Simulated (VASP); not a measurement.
# WS2 in VASP: a series of runs, part 2 of 2

VASP 6.6.1. Earlier steps stand in the parts before.

### 6 Single point, PBEsol (29.63 Å³/atom)

Input file INCAR:

```
SYSTEM = WS2
  ALGO = Normal
  EDIFF = 1E-6
  ENCUT = 520
  GGA = PS
  ISIF = 2
  ISMEAR = 0
  LASPH = .True.
  LCHARG = .True.
  LELF = .True.
  LREAL = .False.
  LVHAR = .True.
  LWAVE = .False.
  NBANDS = 35
  NELM = 60
  PREC = Accurate
  SIGMA = 0.05
```

Input file KPOINTS:

```
k-points
0
Gamma
  12 12 2
  0 0 0
```

Input file POSCAR:

```
WS2
1.0
    2.8960570454      0.0000000000      0.0000000000
   -1.4480285227      2.5080589721      0.0000000000
    0.0000000000      0.0000000000     24.4783429647
W S
2 4
Direct
    0.3333333333      0.6666666667      0.6345659624
    0.6666666667      0.3333333333      0.3654340376
    0.3333333333      0.6666666667      0.2989660749
    0.6666666667      0.3333333333      0.5680485953
    0.3333333333      0.6666666667      0.4319514047
    0.6666666667      0.3333333333      0.7010339251
```

Potentials or basis: VASP PAW PBE potentials, release 64 (W_sv, S).

Launch:

```console
$ cat potpaw_PBE.64/W_sv/POTCAR potpaw_PBE.64/S/POTCAR > POTCAR
$ mpirun -np 1 vasp_std > vasp.out
```

OUTCAR:

```text
SYSTEM = WS2
   EDIFF = 1E-6
   ENCUT = 520
   GGA = PS
   ISIF = 2
   ISMEAR = 0
   LASPH = .True.
   LREAL = .False.
   NELM = 60
   PREC = Accurate

 ion  position               nearest neighbor table
   1  0.333  0.667  0.635-   6 2.33   6 2.33   6 2.33   4 2.33   4 2.33   4 2.33
   2  0.667  0.333  0.365-   3 2.33   3 2.33   3 2.33   5 2.33   5 2.33   5 2.33
   3  0.333  0.667  0.299-   2 2.33   2 2.33   2 2.33
   4  0.667  0.333  0.568-   1 2.33   1 2.33   1 2.33
   5  0.333  0.667  0.432-   2 2.33   2 2.33   2 2.33
   6  0.667  0.333  0.701-   1 2.33   1 2.33   1 2.33

  LATTYP: Found a hexagonal cell.
 ALAT       =     2.8960570454
 C/A-ratio  =     8.4523000000

  Lattice vectors:

 A1 = (   2.8960570454,   0.0000000000,   0.0000000000)
 A2 = (  -1.4480285227,   2.5080589721,   0.0000000000)
 A3 = (   0.0000000000,   0.0000000000,  24.4783429647)

Analysis of symmetry for initial positions (statically):
=====================================================================
 Subroutine PRICEL returns:
 Original cell was already a primitive cell.

 Routine SETGRP: Setting up the symmetry group for a
 hexagonal supercell.

 Subroutine GETGRP returns: Found 12 space group operations
 (whereof 12 operations were pure point group operations)
 out of a pool of 24 trial point group operations.

The static configuration has the point symmetry D_3d.

Analysis of symmetry for dynamics (positions and initial velocities):
=====================================================================
 Subroutine PRICEL returns:
 Original cell was already a primitive cell.

 Routine SETGRP: Setting up the symmetry group for a
 hexagonal supercell.

 Subroutine GETGRP returns: Found 12 space group operations
 (whereof 12 operations were pure point group operations)
 out of a pool of 24 trial point group operations.

[... 129 lines left out ...]
  volume/ion in A,a.u.               =      29.63       199.97
  Fermi-wavevector in a.u.,A,eV,Ry     =   1.086677  2.053521 16.066658  1.180866
  Thomas-Fermi vector in A             =   2.222819
   LORBIT       =      0    0 simple, 1 ext, 2 COOP (PROOUT), +10 PAW based schemes
   GGA     = PS    functional components
   LHFCALC =     F    Hartree Fock is set to
   AEXX    =    0.0000 exact exchange contribution
   IVDW    =     0    specifies the selected vdW correction
   LEPSILON=     F    determine dielectric tensor
   LRPA    =     F    only Hartree local field effects (RPA)
 non-spin polarized calculation
 Gauss-broadening in eV      SIGMA  =   0.05
  energy-cutoff  :      520.00
  volume of cell :      177.80
 maximum number of plane-waves:      4879
 NGX is ok and might be reduce to    24
   NGX = 11   NGY = 11   NGZ = 91

 number of electron      51.9999997 magnetization

 Free energy of the ion-electron system (eV)
  ---------------------------------------------------
  ext. energy  EPLUGINS =         0.00000000
  ---------------------------------------------------
  free energy    TOTEN  =       -48.94081508 eV

  energy without entropy =      -48.94081508  energy(sigma->0) =      -48.94081508

 E-fermi :   2.0125     XC(G=0):  -6.5610

 val. band max:        1.8020339518   @ k =   0.3333   0.3333   0.0000
 cond. band min:       3.1704639019   @ k =   0.1667   0.1667   0.5000
 fundamental gap:      1.3684299501
 Fermi energy:         2.0124751907

 k-point     1 :       0.0000    0.0000    0.0000
  band No.  band energies     occupation
      1     -71.7043      2.00000
      2     -71.7043      2.00000
      3     -36.2520      2.00000
      4     -36.2519      2.00000
      5     -35.6456      2.00000
      6     -35.6456      2.00000
[... 901 lines left out ...]
     34       7.1622      0.00000
     35       8.6749      0.00000

 [... further k-points ...]

------------------------ aborting loop because EDIFF is reached ----------------------------------------

  FORCE on cell =-STRESS in cart. coord.  units (eV):
  Direction    XX          YY          ZZ          XY          YZ          ZX
  --------------------------------------------------------------------------------------
  -------------------------------------------------------------------------------------
  Total       21.3165366     21.3165366      5.8722023      0.0000000      0.0000000      0.0000000
  in kB      192.0880530    192.0880530     52.9157211      0.0000000      0.0000000      0.0000000
  external PRESSURE =     145.6972757 kB  Pullay stress =       0.0000000 kB

 VOLUME and BASIS-vectors are now :
 -----------------------------------------------------------------------------
  energy-cutoff  :      520.00
  volume of cell :      177.80
      direct lattice vectors                 reciprocal lattice vectors
     2.896057045  0.000000000  0.000000000     0.345297066  0.199357354  0.000000000
    -1.448028523  2.508058972  0.000000000     0.000000000  0.398714708  0.000000000
     0.000000000  0.000000000 24.478342965     0.000000000  0.000000000  0.040852438

 POSITION                                       TOTAL-FORCE (eV/Angst)
 -----------------------------------------------------------------------------------
     -0.00000      1.67204     15.53312         0.000000     -0.000000     -0.004484
      1.44803      0.83602      8.94522         0.000000      0.000000      0.004484
     -0.00000      1.67204      7.31819        -0.000000      0.000000     -0.916893
      1.44803      0.83602     13.90489        -0.000000      0.000000     -0.918214
     -0.00000      1.67204     10.57345         0.000000     -0.000000      0.918214
      1.44803      0.83602     17.16015         0.000000      0.000000      0.916893
 -----------------------------------------------------------------------------------
    total drift:                                0.000000      0.000000      0.000000

  FREE ENERGIE OF THE ION-ELECTRON SYSTEM (eV)
  ---------------------------------------------------
  free  energy   TOTEN  =       -48.9408150822 eV

  energy  without entropy=      -48.9408150822  energy(sigma->0) =      -48.94081508
```

stdout:

```text
POSCAR found type information on POSCAR W S
 POSCAR found :  2 types and       6 ions
 scaLAPACK will be used
 -----------------------------------------------------------------------------
|                                                                             |
|                                                                             |
|     You enforced a specific xc type in the INCAR file but a different       |
|     I HOPE YOU KNOW WHAT YOU ARE DOING!                                     |
|                                                                             |
 -----------------------------------------------------------------------------

 LDA part: xc-table for (Slater+PW92), standard interpolation
 POSCAR, INCAR and KPOINTS ok, starting setup
 FFT: planning ... GRIDC
 FFT: planning ... GRID_SOFT
 FFT: planning ... GRID
 WAVECAR not read
 entering main loop
```

Wall time 5.6 min (1 thread of Intel Xeon Platinum 8559C (Emerald Rapids), shared host); peak memory 0.42 GiB.

Results:

```yaml
Free_energy: -48.9408 eV
Largest_force: 0.918 eV/Å
Band_gap_on_the_k_mesh: 1.37 eV (least direct gap 2.15 eV)
```

Forces in eV/Å, atoms in the order of the input:
```
W    0.000  0.000 -0.004
W    0.000  0.000  0.004
S    0.000  0.000 -0.917
S    0.000  0.000 -0.918
S    0.000  0.000  0.918
S    0.000  0.000  0.917
```

Levels at points of the mesh, in eV from the valence-band top:
```tsv
k point	band 22	band 23	band 24	band 25	band 26	band 27	band 28	band 29	band 30	band 31
(0.00, 0.00, 0.00)	-0.82	-0.75	-0.75	-0.74	-0.74	3.79	3.79	3.83	3.83	3.85
(0.50, 0.00, 0.00)	-2.91	-1.17	-1.14	-0.48	-0.43	3.40	3.64	3.95	4.26	4.51
(0.00, 0.00, 0.50)	-0.82	-0.75	-0.75	-0.74	-0.74	3.79	3.79	3.83	3.83	3.85
(0.50, 0.00, 0.50)	-2.91	-1.17	-1.14	-0.48	-0.43	3.40	3.64	3.95	4.26	4.51
```

Caveat: there is no dipole correction, which matters where the two faces differ; the PAW data sets were made with another functional, which shifts forces and pressure a little; spin-orbit coupling is left out, which moves the levels of the heavy elements.

### 7 Summary

```csv
cell,gap on the mesh (eV),largest force (eV/Å)
"a = 3.138, b = 3.138, c = 20.843 Å, angles 90.0, 90.0, 120.0°, 6 atoms",none,4.78
"a = 3.185, b = 3.185, c = 21.154 Å, angles 90.0, 90.0, 120.0°, 6 atoms",none,3.58
"a = 3.231, b = 3.231, c = 21.456 Å, angles 90.0, 90.0, 120.0°, 6 atoms",none,2.56
"a = 3.275, b = 3.275, c = 21.750 Å, angles 90.0, 90.0, 120.0°, 6 atoms",0.02,1.68
"a = 2.896, b = 2.896, c = 24.478 Å, angles 90.0, 90.0, 120.0°, 6 atoms",1.37,0.92
```

Alike in all rows: task single point; level PBEsol; potentials or basis VASP PAW PBE potentials, release 64 (W_sv, S); no spin polarisation; k mesh 12 × 12 × 2; cutoff (eV) 520; smearing gaussian 0.05 eV.

Caveats: there is no dipole correction, which matters where the two faces differ; the PAW data sets were made with another functional, which shifts forces and pressure a little; spin-orbit coupling is left out, which moves the levels of the heavy elements; the smearing spreads over this small gap (at least some runs).

Total energies depend on the potentials used, so only differences within one code and one set of settings carry meaning.

The gap in the log of VASP goes by the Fermi energy; the results here count the filled bands.